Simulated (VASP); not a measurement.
A run of VASP 6.6.1:

File INCAR:

```
PREC = Accurate
ENCUT = 520
EDIFF = 1E-6
ISMEAR = 0
SIGMA = 0.1
LREAL = False
LASPH = True
NELM = 80
ALGO = Fast
ISIF = 2
LWAVE = False
LCHARG = False
GGA = PE
NBANDS = 35
```

File KPOINTS:

```
Automatic mesh
0
Gamma
  12 12 12
```

Contents of POSCAR:

```
CrW3
1.0
    3.9501113207      0.0000000000      0.0000000000
    0.0000000000      3.9501113207      0.0000000000
    0.0000000000      0.0000000000      3.9501113207
Cr W
1 3
Direct
    0.0000000000      0.0000000000      0.0000000000
    0.0000000000      0.5000000000      0.5000000000
    0.5000000000      0.0000000000      0.5000000000
    0.5000000000      0.5000000000      0.0000000000
```

Potentials or basis: VASP PAW PBE potentials, release 64 (Cr_pv, W_sv).

Command:

```sh
$ cat potpaw_PBE.64/Cr_pv/POTCAR potpaw_PBE.64/W_sv/POTCAR > POTCAR
$ mpirun -np 1 vasp_std > vasp.out
```

Hardware: 1 thread of Oxide Virtual Turin-like Processor, with other jobs on the host.

Question: Estimate the wall time of this run.

Answer: Run time: 3.9 min on 1 thread of Oxide Virtual Turin-like Processor, with other jobs on the host, peak memory 0.24 GiB. Counts: scf iterations 23, k points 84.
